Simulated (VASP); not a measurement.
# BiO5 in VASP: further runs

Runs on BiO5. Level: PBE. Tasks: single point.

Everything below comes from runs of VASP 6.6.1. Logs are shortened: lines on timing, memory, paths and dates and some standing lists are left out, and cuts for length are marked.

### 1 The cell of the first run

Symmetry: P4mm, No. 99, tetragonal system. Conventional cell: a = 4.924 Å, b = 4.924 Å, c = 3.557 Å, α = 90.00°, β = 90.00°, γ = 90.00°. Bi (site symmetry 4mm) has 8 O at 2.55 Å within 3.4 Å. O (site symmetry m) has 1 O at 1.34 Å within 1.8 Å. Within 3.3 Å of O (site symmetry 4mm) lie 8 O at 2.52 to 2.53 Å.

The cell was built from a structure type or drawn by symmetry, and may not be a known phase.

### 2 Single point, PBE

Contents of INCAR:

```
  ALGO = Normal
  EDIFF = 1E-6
  ENCUT = 600
  GGA = PE
  GGA_COMPAT = False
  ISIF = 2
  ISMEAR = 0
  LASPH = True
  LCHARG = False
  LREAL = False
  LWAVE = False
  NBANDS = 32
  NELM = 120
  PREC = Accurate
  SIGMA = 0.2
```

Contents of KPOINTS:

```
k-points
0
Gamma
  4 4 4
```

Contents of POSCAR:

```
BiO5
1.0
    4.9239396873      0.0000000000      0.0000000000
    0.0000000000      4.9239396873      0.0000000000
    0.0000000000      0.0000000000      3.5574180133
Bi O
1 5
Direct
    0.5000000000      0.5000000000      0.7451203013
    0.3635369436      0.0000000000      0.7443608629
    0.6364630564      0.0000000000      0.7443608629
    0.0000000000      0.3635369436      0.7443608629
    0.0000000000      0.6364630564      0.7443608629
    0.0000000000      0.0000000000      0.2426703670
```

Potentials or basis: VASP PAW PBE potentials, release 64 (Bi_d, O).

On the command line:

```sh
$ cat potpaw_PBE.64/Bi_d/POTCAR potpaw_PBE.64/O/POTCAR > POTCAR
$ mpirun -np 1 vasp_std > vasp.out
```

OUTCAR:

```text
EDIFF = 1E-6
   ENCUT = 600
   GGA = PE
   ISIF = 2
   ISMEAR = 0
   LASPH = True
   LREAL = False
   NELM = 120
   PREC = Accurate

 ion  position               nearest neighbor table
   1  0.500  0.500  0.745-   2 2.55   3 2.55   4 2.55   5 2.55   2 2.55   3 2.55   4 2.55   5 2.55

   2  0.364  0.000  0.744-   3 1.34   1 2.55   1 2.55
   3  0.636  0.000  0.744-   2 1.34   1 2.55   1 2.55
   4  0.000  0.364  0.744-   5 1.34   1 2.55   1 2.55
   5  0.000  0.636  0.744-   4 1.34   1 2.55   1 2.55
   6  0.000  0.000  0.243-

  LATTYP: Found a simple tetragonal cell.
 ALAT       =     4.9239396873
 C/A-ratio  =     0.7224739211

  Lattice vectors:

 A1 = (   4.9239396873,   0.0000000000,   0.0000000000)
 A2 = (   0.0000000000,   4.9239396873,   0.0000000000)
 A3 = (   0.0000000000,   0.0000000000,   3.5574180133)

Analysis of symmetry for initial positions (statically):
=====================================================================
 Subroutine PRICEL returns:
 Original cell was already a primitive cell.

 Routine SETGRP: Setting up the symmetry group for a
 simple tetragonal supercell.

 Subroutine GETGRP returns: Found  8 space group operations
 (whereof  8 operations were pure point group operations)
 out of a pool of 16 trial point group operations.

The static configuration has the point symmetry C_4v.

Analysis of symmetry for dynamics (positions and initial velocities):
=====================================================================
 Subroutine PRICEL returns:
 Original cell was already a primitive cell.

 Routine SETGRP: Setting up the symmetry group for a
 simple tetragonal supercell.

 Subroutine GETGRP returns: Found  8 space group operations
 (whereof  8 operations were pure point group operations)
 out of a pool of 16 trial point group operations.

The dynamic configuration has the point symmetry C_4v.

 Subroutine INISYM returns: Found  8 space group operations
 (whereof  8 operations are pure point group operations),
 and found     1 'primitive' translations

----------------------------------------------------------------------------------------

                                     Primitive cell

  volume of cell :      86.2502

  direct lattice vectors                    reciprocal lattice vectors
     4.923939687  0.000000000  0.000000000     0.203089409  0.000000000  0.000000000
     0.000000000  4.923939687  0.000000000     0.000000000  0.203089409  0.000000000
     0.000000000  0.000000000  3.557418013     0.000000000  0.000000000  0.281102754

  length of vectors
     4.923939687  4.923939687  3.557418013     0.203089409  0.203089409  0.281102754

  position of ions in fractional coordinates (direct lattice)
     0.500000000  0.500000000  0.745120301
     0.363536944  0.000000000  0.744360863
     0.636463056  0.000000000  0.744360863
     0.000000000  0.363536944  0.744360863
     0.000000000  0.636463056  0.744360863
     0.000000000  0.000000000  0.242670367

  ion indices of the primitive-cell ions
   primitive index   ion index
                 1           1
                 2           2
                 3           3
                 4           4
                 5           5
                 6           6

----------------------------------------------------------------------------------------

 KPOINTS: k-points

Automatic generation of k-mesh.
 Grid dimensions read from file:
 generate k-points for:    4    4    4

 Generating k-lattice:

  Cartesian coordinates                     Fractional coordinates (reciprocal lattice)
     0.050772352  0.000000000  0.000000000     0.250000000  0.000000000  0.000000000
     0.000000000  0.050772352  0.000000000     0.000000000  0.250000000  0.000000000
     0.000000000  0.000000000  0.070275688     0.000000000  0.000000000  0.250000000

  Length of vectors
     0.050772352  0.050772352  0.070275688

  Shift w.r.t. Gamma in fractional coordinates (k-lattice)
     0.000000000  0.000000000  0.000000000

 Subroutine IBZKPT returns following result:
 ===========================================

 Found     18 irreducible k-points:

 Following reciprocal coordinates:
            Coordinates               Weight
  0.000000  0.000000  0.000000      1.000000
  0.250000  0.000000  0.000000      4.000000
  0.500000  0.000000  0.000000      2.000000
  0.250000  0.250000  0.000000      4.000000
  0.500000  0.250000  0.000000      4.000000
  0.500000  0.500000  0.000000      1.000000
[... 10 lines left out ...]
  0.500000  0.250000  0.500000      4.000000
  0.500000  0.500000  0.500000      1.000000
   k-points           NKPTS =     18   k-points in BZ     NKDIM =     18   number of bands    NBANDS=     32
   number of dos      NEDOS =    301   number of ions     NIONS =      6
   total plane-waves  NPLWV =  44800
   dimension x,y,z NGX =    40 NGY =   40 NGZ =   28
   dimension x,y,z NGXF=    80 NGYF=   80 NGZF=   56
   ions per type =               1   5
   NGX,Y,Z   is equivalent  to a cutoff of  13.51, 13.51, 13.09 a.u.
   NGXF,Y,Z  is equivalent  to a cutoff of  27.01, 27.01, 26.17 a.u.
 SYSTEM =  unknown system
   PREC   = accura    normal or accurate (medium, high low for compatibility)
   ISTART =      0    job   : 0-new  1-cont  2-samecut
   ICHARG =      2    charge: 1-file 2-atom 10-const
   ISPIN  =      1    spin polarized calculation?
   LNONCOLLINEAR =      F non collinear calculations
   LSORBIT =      F    spin-orbit coupling
   LASPH  =      T    aspherical Exc in radial PAW
   ENCUT  =  600.0 eV  44.10 Ry    6.64 a.u.   9.83  9.83  7.11*2*pi/ulx,y,z
   NELM   =    120;   NELMIN=  2; NELMDL= -5     # of ELM steps
   EDIFF  = 0.1E-05   stopping-criterion for ELM
   LREAL  =      F    real-space projection
   EDIFFG = 0.1E-04   stopping-criterion for IOM
   NSW    =      0    number of steps for IOM
   IBRION =     -1    ionic relax: 0-MD 1-quasi-New 2-CG
   NFREE  =      0    steps in history (QN), initial steepest desc. (CG)
   ISIF   =      2    stress and relaxation
   ISYM   =      2    0-nonsym 1-usesym 2-fastsym
   POTIM  = 0.5000    time-step for ionic-motion
   TEBEG  =    0.0;   TEEND  =   0.0 temperature during run
   PSTRESS=    0.0 pullay stress
   NELECT =      45.0000    total number of electrons
   NUPDOWN=      -1.0000    fix difference up-down
   EMIN   =  10.00;   EMAX   =-10.00  energy-range for DOS
   EFERMI =   0.00;   METHOD = LEGACY
   ISMEAR =     0;   SIGMA  =   0.20  broadening in eV -4-tet -1-fermi 0-gaus
   EFERMI_NEDOS =   21; number of points for ismear=-14 and -15
   IALGO  =     38    algorithm
   IMIX   =      4    mixing-type and parameters
     AMIX     =   0.40;   BMIX     =  1.00
     AMIX_MAG =   1.60;   BMIX_MAG =  1.00
  volume/ion in A,a.u.               =      14.38        97.01
  Fermi-wavevector in a.u.,A,eV,Ry     =   1.317930  2.490526 23.632483  1.736938
  Thomas-Fermi vector in A             =   2.447936
   LORBIT       =      0    0 simple, 1 ext, 2 COOP (PROOUT), +10 PAW based schemes
   GGA     = PE    functional components
   LHFCALC =     F    Hartree Fock is set to
   AEXX    =    0.0000 exact exchange contribution
   IVDW    =     0    specifies the selected vdW correction
   LEPSILON=     F    determine dielectric tensor
   LRPA    =     F    only Hartree local field effects (RPA)
 non-spin polarized calculation
 Gauss-broadening in eV      SIGMA  =   0.20
  energy-cutoff  :      600.00
  volume of cell :       86.25
 maximum number of plane-waves:      2904
 NGX is ok and might be reduce to    40
   NGX = 19   NGY = 19   NGZ = 15

 number of electron      44.9999968 magnetization

 Free energy of the ion-electron system (eV)
  ---------------------------------------------------
  ext. energy  EPLUGINS =         0.00000000
  ---------------------------------------------------
  free energy    TOTEN  =       -24.78135558 eV

  energy without entropy =      -24.67092924  energy(sigma->0) =      -24.72614241

 E-fermi :   2.8263     XC(G=0):  -9.7128

 val. band max:        2.8210429604   @ k =   0.2500   0.0000   0.2500
 cond. band min:       2.8446113534   @ k =   0.2500   0.0000   0.5000
 fundamental gap:      0.0235683930
 Fermi energy:         2.8262725911

 k-point     1 :       0.0000    0.0000    0.0000
  band No.  band energies     occupation
      1     -21.6434      2.00000
      2     -21.6094      2.00000
      3     -20.7781      2.00000
      4     -20.7158      2.00000
      5     -20.7158      2.00000
      6     -20.5291      2.00000
[... 24 lines left out ...]
     31      12.4866      0.00000
     32      14.3819      0.00000

 k-point     2 :       0.2500    0.0000    0.0000
  band No.  band energies     occupation
      1     -21.6271      2.00000
      2     -21.4627      2.00000
      3     -20.7813      2.00000
      4     -20.7166      2.00000
      5     -20.7158      2.00000
      6     -20.5928      2.00000
[... 24 lines left out ...]
     31      12.8571      0.00000
     32      14.2076      0.00000

 k-point     3 :       0.5000    0.0000    0.0000
  band No.  band energies     occupation
      1     -21.6229      2.00000
      2     -21.1966      2.00000
      3     -20.7991      2.00000
      4     -20.7845      2.00000
      5     -20.7173      2.00000
      6     -20.7157      2.00000
[... 24 lines left out ...]
     31      12.4803      0.00000
     32      13.9270      0.00000

 k-point     4 :       0.2500    0.2500    0.0000
  band No.  band energies     occupation
      1     -21.4923      2.00000
      2     -21.4346      2.00000
      3     -20.7847      2.00000
      4     -20.7165      2.00000
      5     -20.7165      2.00000
      6     -20.6176      2.00000
[... 24 lines left out ...]
     31      13.2284      0.00000
     32      14.1326      0.00000

 k-point     5 :       0.5000    0.2500    0.0000
  band No.  band energies     occupation
      1     -21.4637      2.00000
      2     -21.1905      2.00000
      3     -20.8002      2.00000
      4     -20.7880      2.00000
      5     -20.7173      2.00000
      6     -20.7165      2.00000
[... 374 lines left out ...]
     31      10.7914      0.00000
     32      15.1260      0.00000

 k-point    16 :       0.2500    0.2500    0.5000
  band No.  band energies     occupation
      1     -21.4690      2.00000
      2     -21.3925      2.00000
      3     -20.7815      2.00000
      4     -20.7492      2.00000
      5     -20.7491      2.00000
      6     -20.4967      2.00000
[... 24 lines left out ...]
     31      10.8356      0.00000
     32      14.9009      0.00000

 k-point    17 :       0.5000    0.2500    0.5000
  band No.  band energies     occupation
      1     -21.4347      2.00000
      2     -21.1529      2.00000
      3     -20.7848      2.00000
      4     -20.7501      2.00000
      5     -20.7491      2.00000
      6     -20.7370      2.00000
[... 24 lines left out ...]
     31      10.8904      0.00000
     32      15.3234      0.00000

 k-point    18 :       0.5000    0.5000    0.5000
  band No.  band energies     occupation
      1     -21.1489      2.00000
      2     -21.1489      2.00000
      3     -20.8466      2.00000
      4     -20.7881      2.00000
      5     -20.7501      2.00000
      6     -20.7501      2.00000
[... 24 lines left out ...]
     31      10.9918      0.00000
     32      15.3453      0.00000

------------------------ aborting loop because EDIFF is reached ----------------------------------------

  FORCE on cell =-STRESS in cart. coord.  units (eV):
  Direction    XX          YY          ZZ          XY          YZ          ZX
  --------------------------------------------------------------------------------------
  -------------------------------------------------------------------------------------
  Total        0.6628566      0.6628566     -0.4563705      0.0000000      0.0000000      0.0000000
  in kB       12.3131685     12.3131685     -8.4774994      0.0000000      0.0000000      0.0000000
  external PRESSURE =       5.3829459 kB  Pullay stress =       0.0000000 kB

 VOLUME and BASIS-vectors are now :
 -----------------------------------------------------------------------------
  energy-cutoff  :      600.00
  volume of cell :       86.25
      direct lattice vectors                 reciprocal lattice vectors
     4.923939687  0.000000000  0.000000000     0.203089409  0.000000000  0.000000000
     0.000000000  4.923939687  0.000000000     0.000000000  0.203089409  0.000000000
     0.000000000  0.000000000  3.557418013     0.000000000  0.000000000  0.281102754

 POSITION                                       TOTAL-FORCE (eV/Angst)
 -----------------------------------------------------------------------------------
      2.46197      2.46197      2.65070        -0.000000     -0.000000     -0.003343
      1.79003      0.00000      2.64800        -0.446570      0.000000     -0.001679
      3.13391      0.00000      2.64800         0.446570      0.000000     -0.001679
      0.00000      1.79003      2.64800        -0.000000     -0.446570     -0.001679
      0.00000      3.13391      2.64800        -0.000000      0.446570     -0.001679
      0.00000      0.00000      0.86328        -0.000000     -0.000000      0.010058
 -----------------------------------------------------------------------------------
    total drift:                               -0.000000      0.000000      0.002454

  FREE ENERGIE OF THE ION-ELECTRON SYSTEM (eV)
  ---------------------------------------------------
  free  energy   TOTEN  =       -24.7813555820 eV

  energy  without entropy=      -24.6709292356  energy(sigma->0) =      -24.72614241
```

Wall time 28 s (1 thread of Intel Xeon 6975P-C (Granite Rapids), shared host); peak memory 0.22 GiB.

Results:

```yaml
Free_energy: -24.7814 eV
Pressure: 0.5 GPa
Largest_force: 0.447 eV/Å
Band_gap_on_the_k_mesh: zero (an odd number of electrons rules out a gap without spin polarisation)
```

Forces in eV/Å, atoms in the order of the input:
```
Bi   0.000  0.000 -0.003
O   -0.447  0.000 -0.002
O    0.447  0.000 -0.002
O    0.000 -0.447 -0.002
O    0.000  0.447 -0.002
O    0.000  0.000  0.010
```

Stress tensor (GPa, compression positive):
```
 1.23  0.00  0.00
 0.00  1.23  0.00
 0.00  0.00 -0.85
```

Levels at points of the mesh, in eV from the Fermi level:
```
           k point  band 20  band 21  band 22  band 23  band 24  band 25
(0.00, 0.00, 0.00)    -0.59    -0.22    -0.22    -0.20     0.40     3.61
(0.50, 0.00, 0.00)    -0.90    -0.42    -0.24    -0.22     0.74     0.86
(0.50, 0.50, 0.00)    -1.57    -0.31    -0.31     0.16     0.97     2.01
(0.00, 0.00, 0.50)    -1.91    -1.65    -0.07     0.41     0.99     0.99
(0.50, 0.00, 0.50)    -0.82    -0.80    -0.44    -0.39    -0.29     0.99
(0.50, 0.50, 0.50)    -1.26    -0.86    -0.79    -0.33    -0.33    -0.10
```

Caveat: the k points lie up to 0.44 Å⁻¹ apart, too coarse for converged energies and pressures of a metal; spin-orbit coupling is left out, which moves the levels of the heavy elements; an odd number of electrons without spin polarisation forces a metal; a magnetic or distorted state may lie lower.

### 3 Single point, PBE

This run uses another cell than the first one, of 14.60 Å³/atom.

Contents of INCAR:

```
SYSTEM = BiO5
PREC = Accurate
ENCUT = 600
EDIFF = 1E-6
ISMEAR = 0
SIGMA = 0.2
LREAL = .False.
LASPH = .True.
NELM = 120
ALGO = Normal
ISIF = 2
LWAVE = .False.
LCHARG = .False.
GGA = PE
NBANDS = 32
GGA_COMPAT = .False.
```

Contents of KPOINTS:

```
regular mesh
0
Gamma
  4 4 4
  0 0 0
```

Contents of POSCAR:

```
BiO5
1.0
    4.5825964540      0.0000000000      0.0000000000
    0.0000000000      4.5825964540      0.0000000000
    0.0000000000      0.0000000000      4.1724745681
Bi O
1 5
Direct
    0.5000000000      0.5000000000      0.5000000000
    0.0000000000      0.5000000000      0.5000000000
    0.5000000000      0.0000000000      0.5000000000
    0.0000000000      0.0000000000      0.6418349324
    0.0000000000      0.0000000000      0.3581650676
    0.5000000000      0.5000000000      0.0000000000
```

Potentials or basis: VASP PAW PBE potentials, release 64 (Bi_d, O).

On the command line:

```sh
$ cat potpaw_PBE.64/Bi_d/POTCAR potpaw_PBE.64/O/POTCAR > POTCAR
$ mpirun -np 1 vasp_std > vasp.out
```

Wall time 34 s (1 thread of Intel Xeon 6975P-C (Granite Rapids), shared host); peak memory 0.24 GiB.

It converged, with:

```
Free energy            : -27.2541 eV
Pressure               : 1.4 GPa
Largest force          : 1.628 eV/Å
Band gap on the k mesh : zero (an odd number of electrons rules out a gap without spin polarisation)
```

Forces on the atoms (eV/Å):
```
Bi   0.000  0.000  0.000
O    0.000  0.000  0.000
O    0.000  0.000  0.000
O    0.000  0.000  1.628
O    0.000  0.000 -1.628
O    0.000  0.000  0.000
```

Stress tensor (GPa, compression positive):
```
0.31 0.00 0.00
0.00 0.31 0.00
0.00 0.00 3.59
```

Levels at points of the mesh, in eV from the Fermi level:
| k point | band 19 | band 20 | band 21 | band 22 | band 23 | band 24 | band 25 | band 26 | band 27 | band 28 |
| --- | --- | --- | --- | --- | --- | --- | --- | --- | --- | --- |
| (0.00, 0.00, 0.00) | -0.92 | -0.66 | -0.66 | -0.11 | -0.11 | -0.06 | -0.06 | 8.26 | 9.11 | 9.11 |
| (0.50, 0.00, 0.00) | -0.99 | -0.84 | -0.64 | -0.10 | -0.04 | 0.37 | 0.67 | 6.10 | 8.26 | 9.47 |
| (0.50, 0.50, 0.00) | -1.40 | -1.40 | -1.36 | -0.67 | 0.68 | 0.68 | 1.72 | 5.57 | 5.57 | 9.45 |
| (0.00, 0.00, 0.50) | -0.89 | -0.89 | -0.12 | -0.12 | -0.08 | -0.08 | 1.73 | 6.91 | 8.22 | 8.22 |
| (0.50, 0.00, 0.50) | -1.28 | -0.73 | -0.29 | -0.06 | -0.03 | 0.57 | 2.76 | 5.02 | 6.66 | 7.47 |
| (0.50, 0.50, 0.50) | -1.22 | -0.65 | -0.28 | -0.28 | 0.64 | 0.64 | 3.79 | 4.42 | 4.42 | 5.93 |

Caveat: the k points lie up to 0.38 Å⁻¹ apart, too coarse for converged energies and pressures of a metal; the standard files for N, O and F lose accuracy on very short bonds; spin-orbit coupling is left out, which moves the levels of the heavy elements; an odd number of electrons without spin polarisation forces a metal; a magnetic or distorted state may lie lower.
